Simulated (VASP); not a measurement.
# Ru (P6_3/mmc) in VASP: a series of runs

Ru is run at these levels: LDA; tasks: single point.

Program: VASP 6.6.1. These are calculated values, not measurements. Logs are shortened: lines on timing, memory, paths and dates and some standing lists are left out, and cuts for length are marked.

## 1. The cell of the first run

It takes space group P6_3/mmc (No. 194, hexagonal). Conventional cell: a = 2.674 Å, b = 2.674 Å, c = 4.227 Å, α = 90.00°, β = 90.00°, γ = 120.00°. Within 3.5 Å of Ru (site symmetry -6m2) lie 12 Ru at 2.62 to 2.67 Å.

## 2. Single point, LDA

File INCAR:

```
SYSTEM = Ru
  ALGO = Normal
  EDIFF = 1E-7
  ENCUT = 520
  GGA = CA
  ISIF = 2
  ISMEAR = 0
  LASPH = .True.
  LCHARG = .False.
  LREAL = .False.
  LWAVE = .False.
  NBANDS = 21
  NELM = 80
  PREC = Accurate
  SIGMA = 0.05
```

File KPOINTS:

```
k-points
0
Gamma
  18 18 10
  0 0 0
```

File POSCAR:

```
Ru
1.0
    2.6735333232      0.0000000000      0.0000000000
   -1.3367666616      2.3153477758      0.0000000000
    0.0000000000      0.0000000000      4.2272762510
Ru
2
Direct
    0.3333333333      0.6666666667      0.7500000000
    0.6666666667      0.3333333333      0.2500000000
```

Potentials or basis: VASP PAW LDA potentials, release 64 (Ru_pv).

Run with:

```
cat potpaw_LDA.64/Ru_pv/POTCAR > POTCAR
mpirun -np 1 vasp_std > vasp.out
```

OUTCAR:

```text
SYSTEM = Ru
   EDIFF = 1E-7
   ENCUT = 520
   GGA = CA
   ISIF = 2
   ISMEAR = 0
   LASPH = .True.
   LREAL = .False.
   NELM = 80
   PREC = Accurate

 ion  position               nearest neighbor table
   1  0.333  0.667  0.750-   2 2.62   2 2.62   2 2.62   2 2.62   2 2.62   2 2.62
   2  0.667  0.333  0.250-   1 2.62   1 2.62   1 2.62   1 2.62   1 2.62   1 2.62

  LATTYP: Found a hexagonal cell.
 ALAT       =     2.6735333232
 C/A-ratio  =     1.5811571205

  Lattice vectors:

 A1 = (   2.6735333232,   0.0000000000,   0.0000000000)
 A2 = (  -1.3367666616,   2.3153477758,   0.0000000000)
 A3 = (   0.0000000000,   0.0000000000,   4.2272762510)

Analysis of symmetry for initial positions (statically):
=====================================================================
 Subroutine PRICEL returns:
 Original cell was already a primitive cell.

 Routine SETGRP: Setting up the symmetry group for a
 hexagonal supercell.

 Subroutine GETGRP returns: Found 24 space group operations
 (whereof 12 operations were pure point group operations)
 out of a pool of 24 trial point group operations.

The static configuration has the point symmetry D_3d.
 The point group associated with its full space group is D_6h.

Analysis of symmetry for dynamics (positions and initial velocities):
=====================================================================
 Subroutine PRICEL returns:
 Original cell was already a primitive cell.

 Routine SETGRP: Setting up the symmetry group for a
 hexagonal supercell.

 Subroutine GETGRP returns: Found 24 space group operations
 (whereof 12 operations were pure point group operations)
 out of a pool of 24 trial point group operations.

The dynamic configuration has the point symmetry D_3d.
 The point group associated with its full space group is D_6h.

 Subroutine INISYM returns: Found 24 space group operations
 (whereof 12 operations are pure point group operations),
 and found     1 'primitive' translations

----------------------------------------------------------------------------------------

                                     Primitive cell

  volume of cell :      26.1675

  direct lattice vectors                    reciprocal lattice vectors
     2.673533323  0.000000000  0.000000000     0.374036857  0.215950280  0.000000000
    -1.336766662  2.315347776  0.000000000     0.000000000  0.431900560  0.000000000
     0.000000000  0.000000000  4.227276251     0.000000000  0.000000000  0.236558943

  length of vectors
     2.673533323  2.673533323  4.227276251     0.431900560  0.431900560  0.236558943

  position of ions in fractional coordinates (direct lattice)
     0.333333333  0.666666667  0.750000000
     0.666666667  0.333333333  0.250000000

  ion indices of the primitive-cell ions
   primitive index   ion index
                 1           1
                 2           2

----------------------------------------------------------------------------------------

 KPOINTS: k-points

Automatic generation of k-mesh.
 Grid dimensions read from file:
 generate k-points for:   18   18   10

 Generating k-lattice:

  Cartesian coordinates                     Fractional coordinates (reciprocal lattice)
     0.020779825  0.011997238  0.000000000     0.055555556  0.000000000  0.000000000
     0.000000000  0.023994476  0.000000000     0.000000000  0.055555556  0.000000000
     0.000000000  0.000000000  0.023655894     0.000000000  0.000000000  0.100000000

  Length of vectors
     0.023994476  0.023994476  0.023655894

  Shift w.r.t. Gamma in fractional coordinates (k-lattice)
     0.000000000  0.000000000  0.000000000

 Subroutine IBZKPT returns following result:
 ===========================================

 Found    222 irreducible k-points:

 Following reciprocal coordinates:
            Coordinates               Weight
  0.000000  0.000000  0.000000      1.000000
  0.055556  0.000000  0.000000      6.000000
  0.111111  0.000000  0.000000      6.000000
  0.166667  0.000000  0.000000      6.000000
  0.222222 -0.000000  0.000000      6.000000
  0.277778 -0.000000  0.000000      6.000000
[... 16 lines left out ...]
  0.333333  0.111111  0.000000     12.000000
  0.388889  0.111111  0.000000     12.000000
 [... further k-points ...]
   k-points           NKPTS =    222   k-points in BZ     NKDIM =    222   number of bands    NBANDS=     21
   number of dos      NEDOS =    301   number of ions     NIONS =      2
   total plane-waves  NPLWV =  12800
   dimension x,y,z NGX =    20 NGY =   20 NGZ =   32
   dimension x,y,z NGXF=    40 NGYF=   40 NGZF=   64
   ions per type =               2
   NGX,Y,Z   is equivalent  to a cutoff of  12.44, 12.44, 12.58 a.u.
   NGXF,Y,Z  is equivalent  to a cutoff of  24.87, 24.87, 25.17 a.u.
 SYSTEM =  Ru
   PREC   = accura    normal or accurate (medium, high low for compatibility)
   ISTART =      0    job   : 0-new  1-cont  2-samecut
   ICHARG =      2    charge: 1-file 2-atom 10-const
   ISPIN  =      1    spin polarized calculation?
   LNONCOLLINEAR =      F non collinear calculations
   LSORBIT =      F    spin-orbit coupling
   LASPH  =      T    aspherical Exc in radial PAW
   ENCUT  =  520.0 eV  38.22 Ry    6.18 a.u.   4.97  4.97  7.86*2*pi/ulx,y,z
   NELM   =     80;   NELMIN=  2; NELMDL= -5     # of ELM steps
   EDIFF  = 0.1E-06   stopping-criterion for ELM
   LREAL  =      F    real-space projection
   EDIFFG = 0.1E-05   stopping-criterion for IOM
   NSW    =      0    number of steps for IOM
   IBRION =     -1    ionic relax: 0-MD 1-quasi-New 2-CG
   NFREE  =      0    steps in history (QN), initial steepest desc. (CG)
   ISIF   =      2    stress and relaxation
   ISYM   =      2    0-nonsym 1-usesym 2-fastsym
   POTIM  = 0.5000    time-step for ionic-motion
   TEBEG  =    0.0;   TEEND  =   0.0 temperature during run
   PSTRESS=    0.0 pullay stress
   NELECT =      28.0000    total number of electrons
   NUPDOWN=      -1.0000    fix difference up-down
   EMIN   =  10.00;   EMAX   =-10.00  energy-range for DOS
   EFERMI =   0.00;   METHOD = LEGACY
   ISMEAR =     0;   SIGMA  =   0.05  broadening in eV -4-tet -1-fermi 0-gaus
   EFERMI_NEDOS =   21; number of points for ismear=-14 and -15
   IALGO  =     38    algorithm
   IMIX   =      4    mixing-type and parameters
     AMIX     =   0.40;   BMIX     =  1.00
     AMIX_MAG =   1.60;   BMIX_MAG =  1.00
  volume/ion in A,a.u.               =      13.08        88.29
  Fermi-wavevector in a.u.,A,eV,Ry     =   1.674455  3.164260 38.147986  2.803798
  Thomas-Fermi vector in A             =   2.759247
   LORBIT       =      0    0 simple, 1 ext, 2 COOP (PROOUT), +10 PAW based schemes
   GGA     = CA    functional components
   LHFCALC =     F    Hartree Fock is set to
   AEXX    =    0.0000 exact exchange contribution
   IVDW    =     0    specifies the selected vdW correction
   LEPSILON=     F    determine dielectric tensor
   LRPA    =     F    only Hartree local field effects (RPA)
 non-spin polarized calculation
 Gauss-broadening in eV      SIGMA  =   0.05
  energy-cutoff  :      520.00
  volume of cell :       26.17
 maximum number of plane-waves:       732
 NGX is ok and might be reduce to    20
   NGX =  9   NGY =  9   NGZ = 15

 number of electron      27.9999992 magnetization

 Free energy of the ion-electron system (eV)
  ---------------------------------------------------
  ext. energy  EPLUGINS =         0.00000000
  ---------------------------------------------------
  free energy    TOTEN  =       -21.39027757 eV

  energy without entropy =      -21.38792782  energy(sigma->0) =      -21.38910270

 E-fermi :  13.3768     XC(G=0): -14.6086

 val. band max:       13.3742519616   @ k =   0.1667   0.0000   0.4000
 cond. band min:      13.3796011799   @ k =   0.1667   0.1111   0.3000
 fundamental gap:      0.0053492183
 Fermi energy:        13.3767962610

 k-point     1 :       0.0000    0.0000    0.0000
  band No.  band energies     occupation
      1     -30.2229      2.00000
      2     -29.1493      2.00000
      3     -29.1493      2.00000
      4     -28.9547      2.00000
      5     -28.9547      2.00000
      6     -28.9080      2.00000
[... 13 lines left out ...]
     20      23.3334      0.00000
     21      24.1476      0.00000

 k-point     2 :       0.0556    0.0000    0.0000
  band No.  band energies     occupation
      1     -30.2108      2.00000
      2     -29.1753      2.00000
      3     -29.1581      2.00000
      4     -28.9819      2.00000
      5     -28.9582      2.00000
      6     -28.9136      2.00000
[... 13 lines left out ...]
     20      23.3333      0.00000
     21      24.1303      0.00000

 k-point     3 :       0.1111    0.0000    0.0000
  band No.  band energies     occupation
      1     -30.1752      2.00000
      2     -29.2503      2.00000
      3     -29.1831      2.00000
      4     -29.0595      2.00000
      5     -28.9685      2.00000
      6     -28.9304      2.00000
[... 13 lines left out ...]
     20      23.3333      0.00000
     21      24.0719      0.00000

 k-point     4 :       0.1667    0.0000    0.0000
  band No.  band energies     occupation
      1     -30.1182      2.00000
      2     -29.3652      2.00000
      3     -29.2202      2.00000
      4     -29.1761      2.00000
      5     -28.9851      2.00000
      6     -28.9585      2.00000
[... 13 lines left out ...]
     20      23.3333      0.00000
     21      23.9662      0.00000

 k-point     5 :       0.2222   -0.0000    0.0000
  band No.  band energies     occupation
      1     -30.0434      2.00000
      2     -29.5060      2.00000
      3     -29.3154      2.00000
      4     -29.2645      2.00000
      5     -29.0067      2.00000
      6     -28.9979      2.00000
[... 13 lines left out ...]
     20      23.3332      0.00000
     21      23.8263      0.00000

 k-point     6 :       0.2778   -0.0000    0.0000
  band No.  band energies     occupation
      1     -29.9557      2.00000
      2     -29.6556      2.00000
      3     -29.4595      2.00000
      4     -29.3103      2.00000
      5     -29.0478      2.00000
      6     -29.0306      2.00000
[... 13 lines left out ...]
     20      23.3331      0.00000
     21      23.6815      0.00000

 k-point     7 :       0.3333   -0.0000    0.0000
  band No.  band energies     occupation
      1     -29.8617      2.00000
      2     -29.7958      2.00000
      3     -29.5914      2.00000
      4     -29.3522      2.00000
      5     -29.1061      2.00000
      6     -29.0537      2.00000
[... 13 lines left out ...]
     20      23.3328      0.00000
     21      23.4884      0.00000
[... 291 lines left out ...]
      1     -30.0125      2.00000
      2     -29.5146      2.00000
      3     -29.4329      2.00000
      4     -29.2316      2.00000
      5     -29.0488      2.00000
      6     -29.0149      2.00000
[... 13 lines left out ...]
     20      23.3332      0.00000
     21      23.8168      0.00000

 k-point    21 :       0.2222    0.1111    0.0000
  band No.  band energies     occupation
      1     -29.9268      2.00000
      2     -29.6494      2.00000
      3     -29.5356      2.00000
      4     -29.3019      2.00000
      5     -29.0823      2.00000
      6     -29.0649      2.00000
[... 13 lines left out ...]
     20      23.3331      0.00000
     21      23.7521      0.00000

 k-point    22 :       0.2778    0.1111    0.0000
  band No.  band energies     occupation
      1     -29.8345      2.00000
      2     -29.7802      2.00000
      3     -29.6254      2.00000
      4     -29.3689      2.00000
      5     -29.1236      2.00000
      6     -29.1125      2.00000
[... 13 lines left out ...]
     20      23.6917      0.00000
     21      23.7211      0.00000

 k-point    23 :       0.3333    0.1111    0.0000
  band No.  band energies     occupation
      1     -29.8868      2.00000
      2     -29.7444      2.00000
      3     -29.6973      2.00000
      4     -29.4228      2.00000
      5     -29.1862      2.00000
      6     -29.1367      2.00000
[... 13 lines left out ...]
     20      23.3332      0.00000
     21      24.5047      0.00000

 k-point    24 :       0.3889    0.1111    0.0000
  band No.  band energies     occupation
      1     -29.9560      2.00000
      2     -29.7440      2.00000
      3     -29.6712      2.00000
      4     -29.4574      2.00000
      5     -29.2414      2.00000
      6     -29.1524      2.00000
[... 13 lines left out ...]
     20      23.3325      0.00000
     21      24.8385      0.00000

 [... further k-points ...]
[... 5 lines left out ...]
  --------------------------------------------------------------------------------------
  -------------------------------------------------------------------------------------
  Total        0.1537080      0.1537080      0.1755784     -0.0000000      0.0000000      0.0000000
  in kB        9.4111929      9.4111929     10.7502667     -0.0000000      0.0000000      0.0000000
  external PRESSURE =       9.8575508 kB  Pullay stress =       0.0000000 kB

 VOLUME and BASIS-vectors are now :
 -----------------------------------------------------------------------------
  energy-cutoff  :      520.00
  volume of cell :       26.17
      direct lattice vectors                 reciprocal lattice vectors
     2.673533323  0.000000000  0.000000000     0.374036857  0.215950280  0.000000000
    -1.336766662  2.315347776  0.000000000     0.000000000  0.431900560  0.000000000
     0.000000000  0.000000000  4.227276251     0.000000000  0.000000000  0.236558943

 POSITION                                       TOTAL-FORCE (eV/Angst)
 -----------------------------------------------------------------------------------
     -0.00000      1.54357      3.17046         0.000000     -0.000000      0.000000
      1.33677      0.77178      1.05682        -0.000000      0.000000      0.000000
 -----------------------------------------------------------------------------------
    total drift:                               -0.000000      0.000000     -0.000000

  FREE ENERGIE OF THE ION-ELECTRON SYSTEM (eV)
  ---------------------------------------------------
  free  energy   TOTEN  =       -21.3902775696 eV

  energy  without entropy=      -21.3879278221  energy(sigma->0) =      -21.38910270
```

It took 38 s on 1 thread of Intel Xeon Platinum 8559C (Emerald Rapids), shared host; peak memory 0.2 GiB.

Results:

| Item | Value |
| --- | --- |
| Free energy | -21.3903 eV |
| Pressure | 1.0 GPa |
| Band gap on the k mesh | zero (band 14 reaches 14.96 eV, above the bottom of band 15 at 11.64 eV) |

## 3. Single point, LDA

File INCAR:

```
SYSTEM = Ru
  ALGO = Normal
  EDIFF = 1E-6
  ENCUT = 600
  GGA = CA
  GGA_COMPAT = .False.
  ISIF = 2
  ISMEAR = 0
  LASPH = .True.
  LCHARG = .False.
  LREAL = .False.
  LWAVE = .False.
  NBANDS = 23
  NELM = 120
  PREC = Accurate
  SIGMA = 0.05
```

KPOINTS is that of step 2.

POSCAR is that of step 2.

Potentials or basis: VASP PAW LDA potentials, release 64 (Ru_sv).

Run with:

```
cat potpaw_LDA.64/Ru_sv/POTCAR > POTCAR
mpirun -np 1 vasp_std > vasp.out
```

Run time: 2.1 min. Hardware: 1 thread of AMD EPYC 7R43 (Zen 3), shared host; peak memory 0.2 GiB.

It converged, with:

```
Free energy            : -21.4006 eV
Pressure               : 0.7 GPa
Band gap on the k mesh : zero (band 16 reaches 17.30 eV, above the bottom of band 17 at 13.97 eV)
```

Levels at points of the mesh, in eV from the Fermi level:
| k point | band 14 | band 15 | band 16 | band 17 | band 18 | band 19 |
| --- | --- | --- | --- | --- | --- | --- |
| (0.00, 0.00, 0.00) | -2.02 | -2.02 | -1.47 | -1.47 | 1.27 | 1.27 |
| (0.50, 0.00, 0.00) | -1.85 | -1.59 | 1.54 | 1.99 | 2.08 | 4.30 |
| (0.00, 0.00, 0.50) | -2.93 | -2.83 | -2.83 | 0.60 | 0.60 | 0.60 |
| (0.50, 0.00, 0.50) | -1.12 | 0.49 | 0.49 | 1.82 | 1.82 | 3.56 |
